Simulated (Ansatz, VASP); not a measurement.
One calculation of SiO2, two programs

```
Si O
1.0
     7.30055    0.00000    0.00000
    -3.65028    6.32246    0.00000
     0.00000    0.00000    7.00512
Si O
6 12
Direct
  0.53386 0.76693 0.41667
  0.46614 0.23307 0.91667
  0.23307 0.46614 0.75000
  0.76693 0.23307 0.58333
  0.76693 0.53386 0.25000
  0.23307 0.76693 0.08333
  0.61233 0.38767 0.08333
  0.00000 0.68290 0.16667
  0.77535 0.38767 0.41667
  0.68290 0.68290 0.33333
  0.31710 0.31710 0.83333
  0.61233 0.22465 0.75000
  0.22465 0.61233 0.91667
  0.31710 0.00000 0.00000
  0.00000 0.31710 0.66667
  0.38767 0.77535 0.25000
  0.38767 0.61233 0.58333
  0.68290 0.00000 0.50000
```

Alike in both runs: task electric field gradients; functional r2SCAN; k mesh 4 × 4 × 3; occupations fermi-dirac, width 0.02 eV; no spin polarisation.

|  | VASP | Ansatz |
| --- | --- | --- |
| version | VASP 6.6.1 | Ansatz 0.2.0 |
| potentials or method | VASP PAW PBE potentials, release 64 (Si, O) | plane-wave PAW, scalar-relativistic |
| plane-wave cutoff (eV) | 520 | 500 |
| valence electrons in the cell | 96 | 96 |

|  | VASP | Ansatz | Ansatz less VASP |
| --- | --- | --- | --- |
| gap on the k mesh at the Fermi level (eV) | 6.38 | 6.39 | +0.008 |
| pressure (GPa) | 0.2 | -0.1 | -0.31 |
| traceless stress, the component that is largest in VASP (GPa) | 0.07 | 0.06 | -0.010 |
| rms of the force components (eV/Å) | 0.004 | 0.008 | +0.0037 |
| size of Vzz on the site where it differs most (V/Å²) | 94.4 | 104.4 | +9.99 |

VASP's potentials were made for PBE, not for r2SCAN. Atom by atom the forces differ by 0.007 eV/Å (rms over components). Ansatz's warnings: xc potential rough in thin density.
